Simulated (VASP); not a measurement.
# Be (P6_3/mmc) in VASP: notebook

Runs on Be. Level: LDA. Tasks: single point.

Program: VASP 6.6.1. These are calculated values, not measurements. Logs are shortened: lines on timing, memory, paths and dates and some standing lists are left out, and cuts for length are marked.

## (1) The cell of the first run

It takes space group P6_3/mmc (No. 194, hexagonal). Conventional cell: a = 2.203 Å, b = 2.203 Å, c = 3.483 Å, α = 90.00°, β = 90.00°, γ = 120.00°. Within 2.9 Å of Be (site symmetry -6m2) lie 12 Be at 2.16 to 2.20 Å.

## (2) Single point, LDA (volume scaled by 0.97, then relaxed in part)

The input, INCAR:

```
SYSTEM = Be
PREC = Accurate ; ENCUT = 520
EDIFF = 1E-7 ; ISMEAR = 0
SIGMA = 0.1 ; LREAL = .FALSE.
LASPH = .TRUE. ; NELM = 80
ALGO = Fast ; ISIF = 2
LWAVE = .FALSE. ; LCHARG = .FALSE.
NBANDS = 9
```

The input, KPOINTS:

```
regular mesh
0
G
  21 21 12
  0 0 0
```

The input, POSCAR:

```
Be
1.0
    2.2029504225      0.0000000000      0.0000000000
   -1.1014752113      1.9078110292      0.0000000000
    0.0000000000      0.0000000000      3.4833726519
Be
2
Direct
    0.3333333333      0.6666666667      0.2500000000
    0.6666666667      0.3333333333      0.7500000000
```

Potentials or basis: VASP PAW LDA potentials, release 64 (Be).

Started as:

```
$ cat potpaw_LDA.64/Be/POTCAR > POTCAR
$ mpirun -np 1 vasp_std > vasp.out
```

OUTCAR:

```text
SYSTEM = Be
   PREC = Accurate
   ENCUT = 520
   EDIFF = 1E-7
   ISMEAR = 0
   LREAL = .FALSE.
   LASPH = .TRUE.
   NELM = 80
   ISIF = 2

 ion  position               nearest neighbor table
   1  0.333  0.667  0.250-   2 2.16   2 2.16   2 2.16   2 2.16   2 2.16   2 2.16
   2  0.667  0.333  0.750-   1 2.16   1 2.16   1 2.16   1 2.16   1 2.16   1 2.16

  LATTYP: Found a hexagonal cell.
 ALAT       =     2.2029504225
 C/A-ratio  =     1.5812306152

  Lattice vectors:

 A1 = (   2.2029504225,   0.0000000000,   0.0000000000)
 A2 = (  -1.1014752113,   1.9078110292,   0.0000000000)
 A3 = (   0.0000000000,   0.0000000000,   3.4833726519)

Analysis of symmetry for initial positions (statically):
=====================================================================
 Subroutine PRICEL returns:
 Original cell was already a primitive cell.

 Routine SETGRP: Setting up the symmetry group for a
 hexagonal supercell.

 Subroutine GETGRP returns: Found 24 space group operations
 (whereof 12 operations were pure point group operations)
 out of a pool of 24 trial point group operations.

The static configuration has the point symmetry D_3d.
 The point group associated with its full space group is D_6h.

Analysis of symmetry for dynamics (positions and initial velocities):
=====================================================================
 Subroutine PRICEL returns:
 Original cell was already a primitive cell.

 Routine SETGRP: Setting up the symmetry group for a
 hexagonal supercell.

 Subroutine GETGRP returns: Found 24 space group operations
 (whereof 12 operations were pure point group operations)
 out of a pool of 24 trial point group operations.

The dynamic configuration has the point symmetry D_3d.
 The point group associated with its full space group is D_6h.

 Subroutine INISYM returns: Found 24 space group operations
 (whereof 12 operations are pure point group operations),
 and found     1 'primitive' translations

----------------------------------------------------------------------------------------

                                     Primitive cell

  volume of cell :      14.6400

  direct lattice vectors                    reciprocal lattice vectors
     2.202950422  0.000000000  0.000000000     0.453936680  0.262080464  0.000000000
    -1.101475211  1.907811029  0.000000000     0.000000000  0.524160928  0.000000000
     0.000000000  0.000000000  3.483372652     0.000000000  0.000000000  0.287078099

  length of vectors
     2.202950422  2.202950423  3.483372652     0.524160928  0.524160928  0.287078099

  position of ions in fractional coordinates (direct lattice)
     0.333333333  0.666666667  0.250000000
     0.666666667  0.333333333  0.750000000

  ion indices of the primitive-cell ions
   primitive index   ion index
                 1           1
                 2           2

----------------------------------------------------------------------------------------

 KPOINTS: regular mesh

Automatic generation of k-mesh.
 Grid dimensions read from file:
 generate k-points for:   21   21   12

 Generating k-lattice:

  Cartesian coordinates                     Fractional coordinates (reciprocal lattice)
     0.021616032  0.012480022  0.000000000     0.047619048 -0.000000000  0.000000000
     0.000000000  0.024960044  0.000000000     0.000000000  0.047619048  0.000000000
     0.000000000  0.000000000  0.023923175     0.000000000  0.000000000  0.083333333

  Length of vectors
     0.024960044  0.024960044  0.023923175

  Shift w.r.t. Gamma in fractional coordinates (k-lattice)
     0.000000000  0.000000000  0.000000000

 Subroutine IBZKPT returns following result:
 ===========================================

 Found    336 irreducible k-points:

 Following reciprocal coordinates:
            Coordinates               Weight
  0.000000  0.000000  0.000000      1.000000
  0.047619 -0.000000  0.000000      6.000000
  0.095238 -0.000000  0.000000      6.000000
  0.142857  0.000000  0.000000      6.000000
  0.190476 -0.000000  0.000000      6.000000
  0.238095 -0.000000  0.000000      6.000000
[... 16 lines left out ...]
  0.142857  0.095238  0.000000     12.000000
  0.190476  0.095238  0.000000     12.000000
 [... further k-points ...]
   k-points           NKPTS =    336   k-points in BZ     NKDIM =    336   number of bands    NBANDS=      9
   number of dos      NEDOS =    301   number of ions     NIONS =      2
   total plane-waves  NPLWV =   7168
   dimension x,y,z NGX =    16 NGY =   16 NGZ =   28
   dimension x,y,z NGXF=    32 NGYF=   32 NGZF=   56
   ions per type =               2
   NGX,Y,Z   is equivalent  to a cutoff of  12.07, 12.07, 13.36 a.u.
   NGXF,Y,Z  is equivalent  to a cutoff of  24.15, 24.15, 26.73 a.u.
 SYSTEM =  Be
   PREC   = accura    normal or accurate (medium, high low for compatibility)
   ISTART =      0    job   : 0-new  1-cont  2-samecut
   ICHARG =      2    charge: 1-file 2-atom 10-const
   ISPIN  =      1    spin polarized calculation?
   LNONCOLLINEAR =      F non collinear calculations
   LSORBIT =      F    spin-orbit coupling
   LASPH  =      T    aspherical Exc in radial PAW
   ENCUT  =  520.0 eV  38.22 Ry    6.18 a.u.   4.10  4.10  6.48*2*pi/ulx,y,z
   NELM   =     80;   NELMIN=  2; NELMDL= -5     # of ELM steps
   EDIFF  = 0.1E-06   stopping-criterion for ELM
   LREAL  =      F    real-space projection
   EDIFFG = 0.1E-05   stopping-criterion for IOM
   NSW    =      0    number of steps for IOM
   IBRION =     -1    ionic relax: 0-MD 1-quasi-New 2-CG
   NFREE  =      0    steps in history (QN), initial steepest desc. (CG)
   ISIF   =      2    stress and relaxation
   ISYM   =      2    0-nonsym 1-usesym 2-fastsym
   POTIM  = 0.5000    time-step for ionic-motion
   TEBEG  =    0.0;   TEEND  =   0.0 temperature during run
   PSTRESS=    0.0 pullay stress
   NELECT =       4.0000    total number of electrons
   NUPDOWN=      -1.0000    fix difference up-down
   EMIN   =  10.00;   EMAX   =-10.00  energy-range for DOS
   EFERMI =   0.00;   METHOD = LEGACY
   ISMEAR =     0;   SIGMA  =   0.10  broadening in eV -4-tet -1-fermi 0-gaus
   EFERMI_NEDOS =   21; number of points for ismear=-14 and -15
   IALGO  =     68    algorithm
   IMIX   =      4    mixing-type and parameters
     AMIX     =   0.40;   BMIX     =  1.00
     AMIX_MAG =   1.60;   BMIX_MAG =  1.00
  volume/ion in A,a.u.               =       7.32        49.40
  Fermi-wavevector in a.u.,A,eV,Ry     =   1.062302  2.007460 15.353989  1.128486
  Thomas-Fermi vector in A             =   2.197748
   LORBIT       =      0    0 simple, 1 ext, 2 COOP (PROOUT), +10 PAW based schemes
   GGA     = CA    functional components
   LHFCALC =     F    Hartree Fock is set to
   AEXX    =    0.0000 exact exchange contribution
   IVDW    =     0    specifies the selected vdW correction
   LEPSILON=     F    determine dielectric tensor
   LRPA    =     F    only Hartree local field effects (RPA)
 non-spin polarized calculation
 RMM-DIIS sequential band-by-band and
 Gauss-broadening in eV      SIGMA  =   0.10
  energy-cutoff  :      520.00
  volume of cell :       14.64
 maximum number of plane-waves:       404
   NGX =  9   NGY =  9   NGZ = 13

 number of electron       4.0000000 magnetization

 Free energy of the ion-electron system (eV)
  ---------------------------------------------------
  ext. energy  EPLUGINS =         0.00000000
  ---------------------------------------------------
  free energy    TOTEN  =        -8.40930794 eV

  energy without entropy =       -8.40797918  energy(sigma->0) =       -8.40864356

 E-fermi :   7.4459     XC(G=0): -10.8776

 val. band max:        7.4277635941   @ k =   0.3333   0.0476   0.0000
 cond. band min:       7.4929113412   @ k =   0.3333   0.2857   0.0833
 fundamental gap:      0.0651477470
 Fermi energy:         7.4458740567

 k-point     1 :       0.0000    0.0000    0.0000
  band No.  band energies     occupation
      1      -4.2088      2.00000
      2       2.6446      2.00000
      3       8.8408      0.00000
      4      24.2150      0.00000
      5      24.2150      0.00000
      6      27.1834      0.00000
      7      27.1834      0.00000
      8      29.1949      0.00000
      9      36.0050      0.00000

 k-point     2 :       0.0476   -0.0000    0.0000
  band No.  band energies     occupation
      1      -4.1429      2.00000
      2       2.7348      2.00000
      3       8.8530      0.00000
      4      23.6591      0.00000
      5      23.7695      0.00000
      6      27.1997      0.00000
      7      27.4220      0.00000
      8      29.0762      0.00000
      9      34.7295      0.00000

 k-point     3 :       0.0952   -0.0000    0.0000
  band No.  band energies     occupation
      1      -3.9451      2.00000
      2       3.0051      2.00000
      3       8.8862      0.00000
      4      22.2330      0.00000
      5      22.8139      0.00000
      6      27.2005      0.00000
      7      27.7283      0.00000
      8      28.6726      0.00000
      9      32.8438      0.00000

 k-point     4 :       0.1429    0.0000    0.0000
  band No.  band energies     occupation
      1      -3.6150      2.00000
      2       3.4549      2.00000
      3       8.9284      0.00000
      4      20.3698      0.00000
      5      21.7423      0.00000
      6      27.0784      0.00000
      7      27.7223      0.00000
      8      27.8506      0.00000
      9      30.8749      0.00000
[... 205 lines left out ...]
 k-point    22 :       0.0952    0.0952    0.0000
  band No.  band energies     occupation
      1      -3.4165      2.00000
      2       3.7244      2.00000
      3       8.9564      0.00000
      4      19.8161      0.00000
      5      20.6171      0.00000
      6      27.0381      0.00000
      7      27.3715      0.00000
      8      27.3990      0.00000
      9      31.7097      0.00000

 k-point    23 :       0.1429    0.0952    0.0000
  band No.  band energies     occupation
      1      -2.9530      2.00000
      2       4.3518      2.00000
      3       8.9863      0.00000
      4      17.9936      0.00000
      5      19.5481      0.00000
      6      26.1497      0.00000
      7      26.4779      0.00000
      8      26.8101      0.00000
      9      31.0457      0.00000

 k-point    24 :       0.1905    0.0952    0.0000
  band No.  band energies     occupation
      1      -2.3564      2.00000
      2       5.1550      2.00000
      3       8.9469      0.00000
      4      16.1718      0.00000
      5      18.5983      0.00000
      6      24.4602      0.00000
      7      25.3585      0.00000
      8      26.3096      0.00000
      9      30.4549      0.00000

 [... further k-points ...]
[... 5 lines left out ...]
  --------------------------------------------------------------------------------------
  -------------------------------------------------------------------------------------
  Total        0.4266758      0.4266758      0.4349260     -0.0000000      0.0000000      0.0000000
  in kB       46.6948015     46.6948015     47.5976919     -0.0000000      0.0000000      0.0000000
  external PRESSURE =      46.9957649 kB  Pullay stress =       0.0000000 kB

 VOLUME and BASIS-vectors are now :
 -----------------------------------------------------------------------------
  energy-cutoff  :      520.00
  volume of cell :       14.64
      direct lattice vectors                 reciprocal lattice vectors
     2.202950422  0.000000000  0.000000000     0.453936680  0.262080464  0.000000000
    -1.101475211  1.907811029  0.000000000     0.000000000  0.524160928  0.000000000
     0.000000000  0.000000000  3.483372652     0.000000000  0.000000000  0.287078099

 POSITION                                       TOTAL-FORCE (eV/Angst)
 -----------------------------------------------------------------------------------
     -0.00000      1.27187      0.87084        -0.000000      0.000000      0.000000
      1.10148      0.63594      2.61253         0.000000      0.000000      0.000000
 -----------------------------------------------------------------------------------
    total drift:                                0.000000     -0.000000      0.000000

  FREE ENERGIE OF THE ION-ELECTRON SYSTEM (eV)
  ---------------------------------------------------
  free  energy   TOTEN  =        -8.4093079443 eV

  energy  without entropy=       -8.4079791756  energy(sigma->0) =       -8.40864356
```

It took 12 s on 1 thread of Intel Xeon Platinum 8559C (Emerald Rapids), shared host; peak memory 0.14 GiB.

What came out:

* Free energy: -8.4093 eV
* Pressure: 4.7 GPa
* Band gap on the k mesh: zero (band 2 reaches 8.40 eV, above the bottom of band 3 at 6.25 eV)

Levels at points of the mesh, in eV from the Fermi level:
| k point | band 1 | band 2 | band 3 | band 4 | band 5 | band 6 | band 7 |
| --- | --- | --- | --- | --- | --- | --- | --- |
| (0.00, 0.00, 0.00) | -11.65 | -4.80 | 1.39 | 16.77 | 16.77 | 19.74 | 19.74 |
| (0.00, 0.00, 0.50) | -9.48 | -9.48 | 11.15 | 11.15 | 18.48 | 18.48 | 18.48 |

(Continued in part 2 of 2.)
